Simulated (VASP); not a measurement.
Wanted: the native input for a VASP 6.6.1 run.

* Task: single point
* Functional: PBE
* Potentials or basis: VASP PAW PBE potentials, release 64 (Zn, S)
* Cutoff: 520 eV
* k mesh: 8 × 8 × 8
* Occupations: gaussian, width 0.05 eV
* Spin: no spin polarisation
* Dipole correction: no
* Further INCAR settings: ALGO = Normal; EDIFF = 1e-07; NBANDS = 16

The structure of ZnS lies in POSCAR:

```
ZnS
1.0
    0.0000000000      2.7215639840      2.7215639840
    2.7215639840      0.0000000000      2.7215639840
    2.7215639840      2.7215639840      0.0000000000
Zn S
1 1
Direct
    0.0000000000      0.0000000000      0.0000000000
    0.8693282717      0.7102239094      0.7102239094
```

This cell differs from its parent crystal: all S atoms moved -0.375 Å, as atom 2 towards its neighbour atom 1 (Zn) at 2.357 Å.

The input as run:

INCAR

```
ALGO = Normal
EDIFF = 1E-7
ENCUT = 520
GGA = PE
ISIF = 2
ISMEAR = 0
LASPH = True
LCHARG = False
LREAL = False
LWAVE = False
NBANDS = 16
NELM = 80
PREC = Accurate
SIGMA = 0.05
```

KPOINTS

```
k-points
0
Gamma
  8 8 8
```

Potentials or basis: VASP PAW PBE potentials, release 64 (Zn, S).

Launch:

```console
$ cat potpaw_PBE.64/Zn/POTCAR potpaw_PBE.64/S/POTCAR > POTCAR
$ mpirun -np 1 vasp_std > vasp.out
```

It gave:

```json
{
  "Pressure": "2.6 GPa",
  "Largest force": "0.800 eV/Å",
  "Band gap on the k mesh": "2.00 eV"
}
```

Caveat: the cell differs from its parent crystal (all S atoms moved -0.375 Å, as atom 2 towards its neighbour atom 1 (Zn) at 2.357 Å).

Wall time 84 s on 1 thread of Intel Xeon 8259CL (shared host), peak memory 0.19 GiB.
